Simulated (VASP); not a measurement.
Write the native input for VASP 6.6.1 that does the following.

```
Task                   : relaxation of cell and atoms
Functional             : PBE
Potentials or basis    : VASP PAW PBE potentials, release 64 (Be, Zn, Se)
Cutoff                 : 600 eV
k mesh                 : 6 × 6 × 14
Occupations            : gaussian, width 0.1 eV
Spin                   : no spin polarisation
Dipole correction      : no
Further INCAR settings : ALGO = Normal; EDIFF = 1e-06; IBRION = 2; EDIFFG = -0.01; NSW = 100; ISIF = 3
```

The structure of Be2ZnSe3 lies in POSCAR:

```
Be2ZnSe3
1.0
    6.9454068484     -0.0000000033      0.0000000000
   -3.4727034213      6.0148987720      0.0000000000
    0.0000000000      0.0000000000      2.8343174819
Be Zn Se
2 1 3
Direct
    0.3333333333      0.6666666667      0.0000000000
    0.6666666667      0.3333333333      0.0000000000
    0.0000000000      0.0000000000      0.0000000000
    0.5000000000      0.0000000000      0.5000000000
    0.5000000000      0.5000000000      0.5000000000
    0.0000000000      0.5000000000      0.5000000000
```

These files were run (other wordings do the same):

INCAR

```
PREC = Accurate ; ENCUT = 600
EDIFF = 1E-6 ; ISMEAR = 0
SIGMA = 0.1 ; LREAL = F
LASPH = T ; NELM = 100
ALGO = Normal ; ISIF = 3
LWAVE = F ; LCHARG = F
GGA = PE ; IBRION = 2
NSW = 100 ; EDIFFG = -0.01
```

KPOINTS

```
regular mesh
0
Gamma
  6 6 14
```

Potentials or basis: VASP PAW PBE potentials, release 64 (Be, Zn, Se).

Command:

```console
$ cat potpaw_PBE.64/Be/POTCAR potpaw_PBE.64/Zn/POTCAR potpaw_PBE.64/Se/POTCAR > POTCAR
$ mpirun -np 1 vasp_std > vasp.out
```

It gave:

```json
{"Relaxed volume": "19.72 Å³/atom", "Relaxed cell": "a = 6.952 Å, b = 6.952 Å, c = 2.827 Å, α = 90.00°, β = 90.00°, γ = 120.00°", "Space group after relaxing (to 0.05 Å)": "P6/mmm (No. 191)", "Energy gained by relaxing": "0.1 meV/atom", "Ionic steps": "2", "Pressure after relaxing": "0.0 GPa", "Band gap on the k mesh": "zero (band 17 reaches 5.37 eV, above the bottom of band 18 at 2.14 eV)"}
```

It took 3.5 min on 1 thread of Intel Xeon 6975P-C (shared host), peak memory 0.4 GiB.
